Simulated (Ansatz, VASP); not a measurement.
# LiBe16: VASP beside Ansatz

```
Be Li
1.0
    -2.29000   -3.96640    0.00000
     3.43500   -1.98320    0.00000
     0.00000    0.00000    7.17686
Be Li
16 1
Direct
  0.75677 0.48518 0.99676
  0.49316 0.29388 0.24237
  0.75785 0.48521 0.48727
  0.52306 0.49545 0.74104
  0.48474 0.93353 0.99695
  0.23343 0.78851 0.24336
  0.48638 0.93399 0.49074
  0.31018 0.11000 0.74382
  0.24458 0.43141 0.99627
  0.98913 0.29803 0.24272
  0.24486 0.43078 0.48913
  0.92644 0.28995 0.74224
  0.98997 0.98063 0.99733
  0.73908 0.80432 0.24282
  0.99021 0.98005 0.48835
  0.71776 0.88963 0.74434
  0.12342 0.70082 0.74260
```

Alike in both runs: functional PBE; k mesh 5 × 5 × 3; occupations fermi-dirac, width 0.05 eV; no spin polarisation.

Ansatz relaxed the structure, and its values are those at the end. VASP's run is a single point on that final structure, the one shown.

|  | VASP | Ansatz |
| --- | --- | --- |
| version | VASP 6.6.1 | Ansatz 0.2.0 |
| potentials or method | VASP PAW PBE potentials, release 64 (Be, Li_sv), cutoff 520 eV | scalar-relativistic, plane waves, PAW |
| valence electrons in the cell | 35 | 35 |

|  | VASP | Ansatz | Ansatz less VASP |
| --- | --- | --- | --- |
| rms of the force components (eV/Å) | 0.009 | 0.009 | +0.0001 |

With one functional, cell and mesh, what is left measures potentials, basis and numerics.

Noted on VASP's run: the cutoff is short for stress, so the pressure is rough.
